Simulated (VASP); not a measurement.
# Na4N (Im-3m) in VASP: further runs, part 2 of 2

VASP 6.6.1.

## Step 3: Single point, PBE

This run uses another cell than the first one, of 22.01 Å³/atom.

Input file INCAR:

```
ALGO     = Normal         # electronic algorithm
EDIFF    = 1E-7           # SCF threshold, eV
ENCUT    = 520            # plane-wave cutoff, eV
GGA      = PE             # functional
ISIF     = 2              # what is computed and relaxed
ISMEAR   = 0              # smearing method
LASPH    = T              # aspherical terms in the spheres
LCHARG   = F              # write CHGCAR
LREAL    = F              # projectors in reciprocal space
LWAVE    = F              # write WAVECAR
NBANDS   = 24             # bands
NELM     = 100            # most SCF steps
PREC     = Accurate       # precision mode
SIGMA    = 0.1            # smearing width, eV
```

Input file KPOINTS:

```
k-points
0
Gamma
  4 4 4
```

Input file POSCAR:

```
Na4N
1.0
   -3.0190623165      3.0190623165      3.0190623165
    3.0190623165     -3.0190623165      3.0190623165
    3.0190623165      3.0190623165     -3.0190623165
Na N
4 1
Direct
    0.5000000000      0.5000000000      0.5000000000
    0.5000000000      0.0000000000      0.0000000000
    0.0000000000      0.0000000000      0.5000000000
    0.0000000000      0.5000000000      0.0000000000
    0.0000000000      0.0000000000      0.0000000000
```

Potentials or basis: VASP PAW PBE potentials, release 64 (Na_pv, N).

Command:

```
$ cat potpaw_PBE.64/Na_pv/POTCAR potpaw_PBE.64/N/POTCAR > POTCAR
$ mpirun -np 1 vasp_std > vasp.out
```

Wall time 30 s (1 thread of Intel Xeon Platinum 8488C (Sapphire Rapids), shared host); peak memory 0.23 GiB.

Results (log left out):

```yaml
Free_energy: -11.9997 eV
Pressure: 0.1 GPa
Band_gap_on_the_k_mesh: zero (an odd number of electrons rules out a gap without spin polarisation)
```

Levels at points of the mesh, in eV from the Fermi level:
```tsv
k point	band 13	band 14	band 15	band 16	band 17	band 18	band 19	band 20	band 21	band 22
(0.00, 0.00, 0.00)	-12.01	-2.65	-1.21	-1.21	-1.21	3.48	3.48	3.96	3.96	3.96
(0.50, 0.00, 0.00)	-11.92	-2.72	-1.46	-1.33	-0.42	0.80	2.73	2.76	4.51	5.73
(0.50, 0.50, 0.50)	-11.85	-1.87	-1.87	-1.87	0.00	0.00	2.81	2.81	2.81	4.17
```

Caveat: the k points lie up to 0.37 Å⁻¹ apart, too coarse for converged energies and pressures of a metal.

## Step 4: Relaxation of cell and atoms, PBE

Input file INCAR:

```
SYSTEM = Na4N
PREC = Accurate ; ENCUT = 600
EDIFF = 1E-7 ; ISMEAR = 0
SIGMA = 0.1 ; LREAL = .FALSE.
LASPH = .TRUE. ; NELM = 80
ALGO = Normal ; ISIF = 3
LWAVE = .FALSE. ; LCHARG = .FALSE.
GGA = PE ; IBRION = 2
NSW = 90 ; EDIFFG = -0.04
```

Input file KPOINTS:

```
Automatic mesh
0
G
  4 4 4
  0 0 0
```

Changes to POSCAR since step 3:

```diff
@@ -2,5 +2,5 @@
 1.0
-   -3.0190623165      3.0190623165      3.0190623165
-    3.0190623165     -3.0190623165      3.0190623165
-    3.0190623165      3.0190623165     -3.0190623165
+   -2.8000557300      2.8000557300      2.8000557300
+    2.8000557300     -2.8000557300      2.8000557300
+    2.8000557300      2.8000557300     -2.8000557300
 Na N
```

Potentials or basis: VASP PAW PBE potentials, release 64 (Na_pv, N).

Command:

```
$ cat potpaw_PBE.64/Na_pv/POTCAR potpaw_PBE.64/N/POTCAR > POTCAR
$ mpirun -np 1 vasp_std > vasp.out
```

OUTCAR:

```text
SYSTEM = Na4N
   PREC = Accurate
   ENCUT = 600
   EDIFF = 1E-7
   ISMEAR = 0
   LREAL = .FALSE.
   LASPH = .TRUE.
   NELM = 80
   ISIF = 3
   GGA = PE
   IBRION = 2
   NSW = 90
   EDIFFG = -0.04

 ion  position               nearest neighbor table
   1  0.500  0.500  0.500-
   2  0.500  0.000  0.000-
   3  0.000  0.000  0.500-
   4  0.000  0.500  0.000-
   5  0.000  0.000  0.000-

  LATTYP: Found a body centered cubic cell.
 ALAT       =     5.6001114600

  Lattice vectors:

 A1 = (  -2.8000557300,   2.8000557300,   2.8000557300)
 A2 = (   2.8000557300,  -2.8000557300,   2.8000557300)
 A3 = (   2.8000557300,   2.8000557300,  -2.8000557300)

Analysis of symmetry for initial positions (statically):
[... 169 lines left out ...]
  Direction    XX          YY          ZZ          XY          YZ          ZX
  --------------------------------------------------------------------------------------
  -------------------------------------------------------------------------------------
  Total        4.1635314      4.1635314      4.1635314     -0.0000000     -0.0000000      0.0000000
  in kB       75.9648019     75.9648019     75.9648019     -0.0000000     -0.0000000      0.0000000
  external PRESSURE =      75.9648019 kB  Pullay stress =       0.0000000 kB
[... 104 lines left out ...]
--------------------------------------- Ionic step        4  -------------------------------------------

 number of electron      33.0000047 magnetization

 Free energy of the ion-electron system (eV)
  ---------------------------------------------------
  ext. energy  EPLUGINS =         0.00000000
  ---------------------------------------------------
  free energy    TOTEN  =       -11.99670928 eV

  energy without entropy =      -11.97808017  energy(sigma->0) =      -11.98739473

 E-fermi :   1.6061     XC(G=0):  -7.7055

 val. band max:        1.6036649517   @ k =   0.5000   0.5000   0.5000
 cond. band min:       1.6540505838   @ k =   0.2500   0.2500   0.0000
 fundamental gap:      0.0503856320
 Fermi energy:         1.6060588546

 k-point     1 :       0.0000    0.0000    0.0000
  band No.  band energies     occupation
      1     -23.2375      2.00000
      2     -23.2375      2.00000
      3     -23.2375      2.00000
      4     -23.1748      2.00000
      5     -23.1748      2.00000
      6     -23.1748      2.00000
[... 205 lines left out ...]
  FREE ENERGIE OF THE ION-ELECTRON SYSTEM (eV)
  ---------------------------------------------------
  free  energy   TOTEN  =       -11.9967092850 eV

  energy  without entropy=      -11.9780801677  energy(sigma->0) =      -11.98739473

 reached required accuracy - stopping structural energy minimisation
```

It took 68 s on 1 thread of Intel Xeon Platinum 8488C (Sapphire Rapids), shared host; peak memory 0.24 GiB.

Results:

| Item | Value |
| --- | --- |
| Free energy | -11.9967 eV |
| Relaxed volume | 22.08 Å³/atom |
| Relaxed cell | a = 5.234 Å, b = 5.234 Å, c = 5.234 Å, α = 109.47°, β = 109.47°, γ = 109.47° |
| Space group after relaxing (to 0.1 Å) | Im-3m (No. 229) |
| Energy gained by relaxing | 89.0 meV/atom |
| Ionic steps | 4 |
| Pressure after relaxing | 0.0 GPa |
| Band gap on the k mesh | zero (an odd number of electrons rules out a gap without spin polarisation) |

Step by step:
| step | energy change (eV) | largest force (eV/Å) | pressure (GPa) | volume (Å³) |
| --- | --- | --- | --- | --- |
| 1 | 0.0000 | 0.0000 | 7.60 | 87.81 |
| 2 | -0.3468 | 0.0000 | 2.92 | 98.83 |
| 3 | -0.4402 | 0.0000 | 0.58 | 107.82 |
| 4 | -0.4450 | 0.0000 | 0.05 | 110.38 |

Final structure:
```xyz
5
Lattice="-3.0218 3.0218 3.0218 3.0218 -3.0218 3.0218 3.0218 3.0218 -3.0218" Properties=species:S:1:pos:R:3 pbc="T T T"
Na    1.5109    1.5109    1.5109
Na    4.5328    1.5109    1.5109
Na    1.5109    1.5109    4.5328
Na    1.5109   -1.5109    1.5109
N     3.0218    3.0218    3.0218
```

Caveat: the k points lie up to 0.37 Å⁻¹ apart in the final cell, too coarse for converged energies and pressures of a metal; the volume moved by over 15 % at a fixed basis, so the end points are rough.

## Step 5: Single point, PBE

This run uses another cell than the first one, of 22.09 Å³/atom.

Input file INCAR:

```
PREC = Accurate
ENCUT = 520
EDIFF = 1E-6
ISMEAR = 0
SIGMA = 0.1
LREAL = False
LASPH = True
NELM = 100
ALGO = Normal
ISIF = 2
LWAVE = False
LCHARG = False
GGA = PE
NBANDS = 24
```

Input file KPOINTS:

```
regular mesh
0
Gamma
  10 10 10
```

Changes to POSCAR since step 4:

```diff
@@ -2,5 +2,5 @@
 1.0
-   -2.8000557300      2.8000557300      2.8000557300
-    2.8000557300     -2.8000557300      2.8000557300
-    2.8000557300      2.8000557300     -2.8000557300
+   -3.0226485075      3.0226485075      3.0226485075
+    3.0226485075     -3.0226485075      3.0226485075
+    3.0226485075      3.0226485075     -3.0226485075
 Na N
```

Command:

```
$ cat potpaw_PBE.64/Na_pv/POTCAR potpaw_PBE.64/N/POTCAR > POTCAR
$ mpirun -np 1 vasp_std > vasp.out
```

Run time: 2.4 min. Hardware: 1 thread of Intel Xeon Platinum 8488C (Sapphire Rapids), shared host; peak memory 0.28 GiB.

The run converged. Its results:

| Property | Result |
| --- | --- |
| Free energy | -12.0166 eV |
| Pressure | 0.0 GPa |
| Band gap on the k mesh | zero (an odd number of electrons rules out a gap without spin polarisation) |

Levels at points of the mesh, in eV from the Fermi level:
| k point | band 13 | band 14 | band 15 | band 16 | band 17 | band 18 | band 19 | band 20 |
| --- | --- | --- | --- | --- | --- | --- | --- | --- |
| (0.00, 0.00, 0.00) | -11.92 | -2.58 | -1.13 | -1.13 | -1.13 | 3.54 | 3.54 | 4.00 |
| (0.50, 0.00, 0.00) | -11.83 | -2.65 | -1.37 | -1.25 | -0.36 | 0.87 | 2.78 | 2.81 |
| (0.50, 0.50, 0.50) | -11.76 | -1.79 | -1.79 | -1.79 | 0.06 | 0.06 | 2.86 | 2.86 |

## Step 6: Relaxation of cell and atoms, PBE

This run uses another cell than the first one, of 22.01 Å³/atom.

Input file INCAR:

```
SYSTEM = Na4N
PREC = Accurate
ENCUT = 600
EDIFF = 1E-7
ISMEAR = 0
SIGMA = 0.1
LREAL = .False.
LASPH = .True.
NELM = 100
ALGO = Normal
ISIF = 3
LWAVE = .False.
LCHARG = .False.
GGA = PE
IBRION = 2
NSW = 100
EDIFFG = -0.01
```

Input file KPOINTS:

```
Automatic mesh
0
Gamma
  10 10 10
  0 0 0
```

Changes to POSCAR since step 5:

```diff
@@ -2,5 +2,5 @@
 1.0
-   -3.0226485075      3.0226485075      3.0226485075
-    3.0226485075     -3.0226485075      3.0226485075
-    3.0226485075      3.0226485075     -3.0226485075
+   -3.0190623165      3.0190623165      3.0190623165
+    3.0190623165     -3.0190623165      3.0190623165
+    3.0190623165      3.0190623165     -3.0190623165
 Na N
```

Potentials or basis: VASP PAW PBE potentials, release 64 (Na_pv, N).

Command:

```
$ cat potpaw_PBE.64/Na_pv/POTCAR potpaw_PBE.64/N/POTCAR > POTCAR
$ mpirun -np 1 vasp_std > vasp.out
```

It took 4 min on 1 thread of Intel Xeon Platinum 8488C (Sapphire Rapids), shared host; peak memory 0.31 GiB.

Results (log left out):

```
Free energy                           : -12.0177 eV
Relaxed volume                        : 22.06 Å³/atom
Relaxed cell                          : a = 5.232 Å, b = 5.232 Å, c = 5.232 Å, α = 109.47°, β = 109.47°, γ = 109.47°
Space group after relaxing (to 0.1 Å) : Im-3m (No. 229)
Energy gained by relaxing             : 0.0 meV/atom
Ionic steps                           : 2
Pressure after relaxing               : 0.1 GPa
Band gap on the k mesh                : zero (an odd number of electrons rules out a gap without spin polarisation)
```

Final structure:
```
CELL_PARAMETERS angstrom
-3.02094 3.02094 3.02094
3.02094 -3.02094 3.02094
3.02094 3.02094 -3.02094
ATOMIC_POSITIONS crystal
Na 0.50000 0.50000 0.50000
Na 0.50000 0.00000 0.00000
Na 0.00000 0.00000 0.50000
Na 0.00000 0.50000 0.00000
N 0.00000 0.00000 0.00000
```

Levels at points of the mesh, in eV from the Fermi level:
| k point | band 12 | band 13 | band 14 | band 15 | band 16 | band 17 | band 18 | band 19 | band 20 |
| --- | --- | --- | --- | --- | --- | --- | --- | --- | --- |
| (0.00, 0.00, 0.00) | -24.44 | -11.92 | -2.58 | -1.13 | -1.13 | -1.13 | 3.54 | 3.54 | 4.01 |
| (0.50, 0.00, 0.00) | -24.49 | -11.84 | -2.65 | -1.38 | -1.25 | -0.36 | 0.87 | 2.78 | 2.82 |
| (0.50, 0.50, 0.50) | -24.48 | -11.77 | -1.79 | -1.79 | -1.79 | 0.05 | 0.05 | 2.87 | 2.87 |

## Step 7: Overview

| task | cell | k mesh | cutoff (eV) | gap on the mesh (eV) | pressure (GPa) | relaxed volume (Å³/atom) |
| --- | --- | --- | --- | --- | --- | --- |
| single point | a = 4.850 Å, angles 109.5°, 5 atoms | 4 × 4 × 4 | 520 | none | 7.6 | - |
| single point | a = 5.229 Å, angles 109.5°, 5 atoms | 4 × 4 × 4 | 520 | none | 0.1 | - |
| relaxation of cell and atoms | relaxed from a = 4.850 Å, angles 109.5°, 5 atoms | 4 × 4 × 4 | 600 | none | 0.0 | 22.08 |
| single point | a = 5.235 Å, angles 109.5°, 5 atoms | 10 × 10 × 10 | 520 | none | 0.0 | - |
| relaxation of cell and atoms | relaxed from a = 5.229 Å, angles 109.5°, 5 atoms | 10 × 10 × 10 | 600 | none | 0.1 | 22.06 |

Alike in all rows: level PBE; potentials or basis VASP PAW PBE potentials, release 64 (Na_pv, N); no spin polarisation; smearing gaussian 0.1 eV.

Caveats: some runs use coarse meshes; the volume moved by over 15 % at a fixed basis, so the end points are rough (at least some runs).

Absolute energies hang on the potentials; compare differences alone.
